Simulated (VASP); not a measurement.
# GaN (F-43m) in VASP: single point with r2SCAN

Aim: the single point of GaN with r2SCAN.

All numbers are computed with VASP 6.6.1; they aren't measurements. Logs are shortened: lines on timing, memory, paths and dates and some standing lists are left out, and cuts for length are marked.

### 1 The cell of the first run

It takes space group F-43m (No. 216, cubic). The conventional cell has a = 4.498 Å, b = 4.498 Å, c = 4.498 Å, α = 90.00°, β = 90.00°, γ = 90.00°. Ga (site symmetry -43m) has 4 N at 1.95 Å within 2.6 Å. N (site symmetry -43m) has 4 Ga at 1.95 Å within 2.6 Å.

### 2 Single point, r2SCAN

Contents of POSCAR:

```
GaN
1.0
    0.0000000000      2.2489302288      2.2489302288
    2.2489302288      0.0000000000      2.2489302288
    2.2489302288      2.2489302288      0.0000000000
Ga N
1 1
Direct
    0.0000000000      0.0000000000      0.0000000000
    0.7500000000      0.7500000000      0.7500000000
```

Contents of INCAR.step1:

```
SYSTEM = GaN
ALGO     = Normal         ! electronic algorithm
EDIFF    = 1E-5           ! SCF threshold, eV
ENCUT    = 1460           ! plane-wave cutoff, eV
GGA      = PE             ! functional
GGA_COMPAT= .FALSE.      
ISMEAR   = 0              ! smearing method
LASPH    = .TRUE.         ! aspherical terms in the spheres
LCHARG   = .FALSE.        ! write CHGCAR
LREAL    = .FALSE.        ! projectors in reciprocal space
LWAVE    = .TRUE.         ! write WAVECAR
NBANDS   = 16             ! bands
NELM     = 120            ! most SCF steps
PREC     = Accurate       ! precision mode
SIGMA    = 0.02           ! smearing width, eV
```

Contents of INCAR.step2:

```
SYSTEM = GaN
ALGO     = Normal         ! electronic algorithm
EDIFF    = 1E-6           ! SCF threshold, eV
ENCUT    = 1460           ! plane-wave cutoff, eV
GGA_COMPAT= .FALSE.      
ISIF     = 2              ! what is computed and relaxed
ISMEAR   = 0              ! smearing method
ISTART   = 1            
LASPH    = .TRUE.         ! aspherical terms in the spheres
LCHARG   = .FALSE.        ! write CHGCAR
LMIXTAU  = .TRUE.       
LREAL    = .FALSE.        ! projectors in reciprocal space
LWAVE    = .FALSE.        ! write WAVECAR
METAGGA  = R2SCAN         ! meta-GGA
NBANDS   = 16             ! bands
NELM     = 120            ! most SCF steps
PREC     = Accurate       ! precision mode
SIGMA    = 0.02           ! smearing width, eV
```

Contents of KPOINTS:

```
k-points
0
G
  10 10 10
  0 0 0
```

Potentials or basis: VASP PAW PBE potentials, release 64 (Ga_d, N_h).

Started as:

```console
$ cat potpaw_PBE.64/Ga_d/POTCAR potpaw_PBE.64/N_h/POTCAR > POTCAR
$ cp INCAR.step1 INCAR
$ mpirun -np 1 vasp_std > vasp.out
$ cp INCAR.step2 INCAR
$ mpirun -np 1 vasp_std > vasp.out
```

OUTCAR:

```text
SYSTEM = GaN
   EDIFF = 1E-6
   ENCUT = 1460
   ISIF = 2
   ISMEAR = 0
   ISTART = 1
   LASPH = .TRUE.
   LREAL = .FALSE.
   METAGGA = R2SCAN
   NELM = 120
   PREC = Accurate

 ion  position               nearest neighbor table
   1  0.000  0.000  0.000-   2 1.95   2 1.95   2 1.95   2 1.95
   2  0.750  0.750  0.750-   1 1.95   1 1.95   1 1.95   1 1.95

  LATTYP: Found a face centered cubic cell.
 ALAT       =     4.4978604576

  Lattice vectors:

 A1 = (   0.0000000000,   2.2489302288,   2.2489302288)
 A2 = (   2.2489302288,   0.0000000000,   2.2489302288)
 A3 = (   2.2489302288,   2.2489302288,   0.0000000000)

Analysis of symmetry for initial positions (statically):
=====================================================================
 Subroutine PRICEL returns:
 Original cell was already a primitive cell.

 Routine SETGRP: Setting up the symmetry group for a
 face centered cubic supercell.

 Subroutine GETGRP returns: Found 24 space group operations
 (whereof 24 operations were pure point group operations)
 out of a pool of 48 trial point group operations.

The static configuration has the point symmetry T_d .

Analysis of symmetry for dynamics (positions and initial velocities):
=====================================================================
 Subroutine PRICEL returns:
 Original cell was already a primitive cell.

 Routine SETGRP: Setting up the symmetry group for a
 face centered cubic supercell.

 Subroutine GETGRP returns: Found 24 space group operations
 (whereof 24 operations were pure point group operations)
 out of a pool of 48 trial point group operations.

The dynamic configuration has the point symmetry T_d .

 Subroutine INISYM returns: Found 24 space group operations
 (whereof 24 operations are pure point group operations),
 and found     1 'primitive' translations

----------------------------------------------------------------------------------------

                                     Primitive cell

  volume of cell :      22.7488

  direct lattice vectors                    reciprocal lattice vectors
     0.000000000  2.248930229  2.248930229    -0.222327929  0.222327929  0.222327929
     2.248930229  0.000000000  2.248930229     0.222327929 -0.222327929  0.222327929
     2.248930229  2.248930229  0.000000000     0.222327929  0.222327929 -0.222327929

  length of vectors
     3.180467630  3.180467630  3.180467630     0.385083269  0.385083269  0.385083269

  position of ions in fractional coordinates (direct lattice)
     0.000000000  0.000000000  0.000000000
     0.750000000  0.750000000  0.750000000

  ion indices of the primitive-cell ions
   primitive index   ion index
                 1           1
                 2           2

----------------------------------------------------------------------------------------

 KPOINTS: k-points

Automatic generation of k-mesh.
 Grid dimensions read from file:
 generate k-points for:   10   10   10

 Generating k-lattice:

  Cartesian coordinates                     Fractional coordinates (reciprocal lattice)
    -0.022232793  0.022232793  0.022232793     0.100000000  0.000000000  0.000000000
     0.022232793 -0.022232793  0.022232793     0.000000000  0.100000000  0.000000000
     0.022232793  0.022232793 -0.022232793     0.000000000  0.000000000  0.100000000

  Length of vectors
     0.038508327  0.038508327  0.038508327

  Shift w.r.t. Gamma in fractional coordinates (k-lattice)
     0.000000000  0.000000000  0.000000000

 Subroutine IBZKPT returns following result:
 ===========================================

 Found     47 irreducible k-points:

 Following reciprocal coordinates:
            Coordinates               Weight
  0.000000  0.000000  0.000000      1.000000
  0.100000  0.000000  0.000000      8.000000
  0.200000  0.000000  0.000000      8.000000
  0.300000  0.000000  0.000000      8.000000
  0.400000  0.000000  0.000000      8.000000
  0.500000  0.000000  0.000000      4.000000
[... 16 lines left out ...]
  0.300000  0.300000  0.000000      6.000000
  0.400000  0.300000  0.000000     24.000000
 [... further k-points ...]
   k-points           NKPTS =     47   k-points in BZ     NKDIM =     47   number of bands    NBANDS=     16
   number of dos      NEDOS =    301   number of ions     NIONS =      2
   total plane-waves  NPLWV =  64000
   dimension x,y,z NGX =    40 NGY =   40 NGZ =   40
   dimension x,y,z NGXF=    80 NGYF=   80 NGZF=   80
   ions per type =               1   1
   NGX,Y,Z   is equivalent  to a cutoff of  20.91, 20.91, 20.91 a.u.
   NGXF,Y,Z  is equivalent  to a cutoff of  41.82, 41.82, 41.82 a.u.
 SYSTEM =  GaN
   PREC   = accura    normal or accurate (medium, high low for compatibility)
   ISTART =      1    job   : 0-new  1-cont  2-samecut
   ICHARG =      0    charge: 1-file 2-atom 10-const
   ISPIN  =      1    spin polarized calculation?
   LNONCOLLINEAR =      F non collinear calculations
   LSORBIT =      F    spin-orbit coupling
   LASPH  =      T    aspherical Exc in radial PAW
   ENCUT  = 1460.0 eV 107.31 Ry   10.36 a.u.   9.91  9.91  9.91*2*pi/ulx,y,z
   NELM   =    120;   NELMIN=  2; NELMDL=  0     # of ELM steps
   EDIFF  = 0.1E-05   stopping-criterion for ELM
   LREAL  =      F    real-space projection
   EDIFFG = 0.1E-04   stopping-criterion for IOM
   NSW    =      0    number of steps for IOM
   IBRION =     -1    ionic relax: 0-MD 1-quasi-New 2-CG
   NFREE  =      0    steps in history (QN), initial steepest desc. (CG)
   ISIF   =      2    stress and relaxation
   ISYM   =      2    0-nonsym 1-usesym 2-fastsym
   POTIM  = 0.5000    time-step for ionic-motion
   TEBEG  =    0.0;   TEEND  =   0.0 temperature during run
   PSTRESS=    0.0 pullay stress
   NELECT =      18.0000    total number of electrons
   NUPDOWN=      -1.0000    fix difference up-down
   EMIN   =  10.00;   EMAX   =-10.00  energy-range for DOS
   EFERMI =   0.00;   METHOD = LEGACY
   ISMEAR =     0;   SIGMA  =   0.02  broadening in eV -4-tet -1-fermi 0-gaus
   EFERMI_NEDOS =   21; number of points for ismear=-14 and -15
   IALGO  =     38    algorithm
   IMIX   =      4    mixing-type and parameters
     AMIX     =   0.40;   BMIX     =  1.00
     AMIX_MAG =   1.60;   BMIX_MAG =  1.00
  volume/ion in A,a.u.               =      11.37        76.76
  Fermi-wavevector in a.u.,A,eV,Ry     =   1.514188  2.861400 31.194949  2.292764
  Thomas-Fermi vector in A             =   2.623879
   LORBIT       =      0    0 simple, 1 ext, 2 COOP (PROOUT), +10 PAW based schemes
   METAGGA = R2SCAN    functional components
   LHFCALC =     F    Hartree Fock is set to
   AEXX    =    0.0000 exact exchange contribution
   IVDW    =     0    specifies the selected vdW correction
   LEPSILON=     F    determine dielectric tensor
   LRPA    =     F    only Hartree local field effects (RPA)
 non-spin polarized calculation
 Gauss-broadening in eV      SIGMA  =   0.02
  energy-cutoff  :     1460.00
  volume of cell :       22.75
 maximum number of plane-waves:      2900
   NGX = 19   NGY = 19   NGZ = 19

 number of electron      17.9999999 magnetization

 Free energy of the ion-electron system (eV)
  ---------------------------------------------------
  ext. energy  EPLUGINS =         0.00000000
  ---------------------------------------------------
  free energy    TOTEN  =       -21.90019605 eV

  energy without entropy =      -21.90019605  energy(sigma->0) =      -21.90019605

 E-fermi :   5.5438     XC(G=0): -12.6619

 val. band max:        5.3789299059   @ k =   0.0000   0.0000   0.0000
 cond. band min:       7.5384457439   @ k =   0.0000   0.0000   0.0000
 fundamental gap:      2.1595158380
 Fermi energy:         5.5438461393

 k-point     1 :       0.0000    0.0000    0.0000
  band No.  band energies     occupation
      1     -11.4046      2.00000
      2      -8.4558      2.00000
      3      -8.4558      2.00000
      4      -8.4558      2.00000
      5      -8.0982      2.00000
      6      -8.0982      2.00000
[... 8 lines left out ...]
     15      25.1571      0.00000
     16      25.1571      0.00000

 k-point     2 :       0.1000    0.0000    0.0000
  band No.  band energies     occupation
      1     -11.2928      2.00000
      2      -8.4414      2.00000
      3      -8.4414      2.00000
      4      -8.4157      2.00000
      5      -8.0995      2.00000
      6      -8.0995      2.00000
[... 8 lines left out ...]
     15      23.7332      0.00000
     16      23.8477      0.00000

 k-point     3 :       0.2000    0.0000    0.0000
  band No.  band energies     occupation
      1     -11.0062      2.00000
      2      -8.4074      2.00000
      3      -8.4074      2.00000
      4      -8.2545      2.00000
      5      -8.0983      2.00000
      6      -8.0983      2.00000
[... 8 lines left out ...]
     15      22.9428      0.00000
     16      22.9428      0.00000

 k-point     4 :       0.3000    0.0000    0.0000
  band No.  band energies     occupation
      1     -10.6844      2.00000
      2      -8.3758      2.00000
      3      -8.3758      2.00000
      4      -8.0852      2.00000
      5      -8.0852      2.00000
      6      -7.8779      2.00000
[... 8 lines left out ...]
     15      23.5014      0.00000
     16      23.5014      0.00000

 k-point     5 :       0.4000    0.0000    0.0000
  band No.  band energies     occupation
      1     -10.4721      2.00000
      2      -8.3606      2.00000
      3      -8.3606      2.00000
      4      -8.0633      2.00000
      5      -8.0633      2.00000
      6      -7.3075      2.00000
[... 8 lines left out ...]
     15      25.0480      0.00000
     16      25.0480      0.00000

 k-point     6 :       0.5000    0.0000    0.0000
  band No.  band energies     occupation
      1     -10.4053      2.00000
      2      -8.3572      2.00000
      3      -8.3572      2.00000
      4      -8.0523      2.00000
      5      -8.0523      2.00000
      6      -6.9716      2.00000
[... 8 lines left out ...]
     15      26.1881      0.00000
     16      26.1882      0.00000
[... 267 lines left out ...]
 k-point    21 :      -0.3000    0.2000    0.0000
  band No.  band energies     occupation
      1     -10.3970      2.00000
      2      -8.3446      2.00000
      3      -8.3047      2.00000
      4      -8.1053      2.00000
      5      -8.1032      2.00000
      6      -7.1838      2.00000
[... 8 lines left out ...]
     15      23.7359      0.00000
     16      27.0355      0.00000

 k-point    22 :      -0.2000    0.2000    0.0000
  band No.  band energies     occupation
      1     -10.5848      2.00000
      2      -8.3551      2.00000
      3      -8.3451      2.00000
      4      -8.1205      2.00000
      5      -8.1149      2.00000
      6      -7.7076      2.00000
[... 8 lines left out ...]
     15      23.7729      0.00000
     16      27.0181      0.00000

 k-point    23 :       0.3000    0.3000    0.0000
  band No.  band energies     occupation
      1     -10.4872      2.00000
      2      -8.2810      2.00000
      3      -8.2542      2.00000
      4      -8.2542      2.00000
      5      -8.0455      2.00000
      6      -7.7012      2.00000
[... 8 lines left out ...]
     15      28.2560      0.00000
     16      28.9965      0.00000

 k-point    24 :       0.4000    0.3000    0.0000
  band No.  band energies     occupation
      1     -10.3414      2.00000
      2      -8.3004      2.00000
      3      -8.2164      2.00000
      4      -8.2131      2.00000
      5      -8.0355      2.00000
      6      -7.2807      2.00000
[... 8 lines left out ...]
     15      28.7532      0.00000
     16      28.8402      0.00000

 [... further k-points ...]

------------------------ aborting loop because EDIFF is reached ----------------------------------------

  FORCE on cell =-STRESS in cart. coord.  units (eV):
  Direction    XX          YY          ZZ          XY          YZ          ZX
  --------------------------------------------------------------------------------------
  -------------------------------------------------------------------------------------
  Total        0.1598028      0.1598028      0.1598028      0.0000000      0.0000000     -0.0000000
  in kB       11.2547834     11.2547834     11.2547834      0.0000000      0.0000000     -0.0000000
  external PRESSURE =      11.2547834 kB  Pullay stress =       0.0000000 kB

 VOLUME and BASIS-vectors are now :
 -----------------------------------------------------------------------------
  energy-cutoff  :     1460.00
  volume of cell :       22.75
      direct lattice vectors                 reciprocal lattice vectors
     0.000000000  2.248930229  2.248930229    -0.222327929  0.222327929  0.222327929
     2.248930229  0.000000000  2.248930229     0.222327929 -0.222327929  0.222327929
     2.248930229  2.248930229  0.000000000     0.222327929  0.222327929 -0.222327929

 POSITION                                       TOTAL-FORCE (eV/Angst)
 -----------------------------------------------------------------------------------
      0.00000      0.00000      0.00000         0.000000     -0.000000     -0.000000
      3.37340      3.37340      3.37340        -0.000000      0.000000      0.000000
 -----------------------------------------------------------------------------------
    total drift:                                0.000000      0.000000      0.000000

  FREE ENERGIE OF THE ION-ELECTRON SYSTEM (eV)
  ---------------------------------------------------
  free  energy   TOTEN  =       -21.9001960485 eV

  energy  without entropy=      -21.9001960485  energy(sigma->0) =      -21.90019605
```

Wall time 3.6 min (1 thread of Intel Xeon Platinum 8259CL at 2.50GHz (Skylake/Cascade Lake), shared host); peak memory 0.32 GiB.

Results:

| Property | Result |
| --- | --- |
| Free energy | -21.9002 eV |
| Pressure | 1.1 GPa |
| Band gap on the k mesh | 2.16 eV |

Caveat: the PAW data sets were made with another functional, which shifts forces and pressure a little.
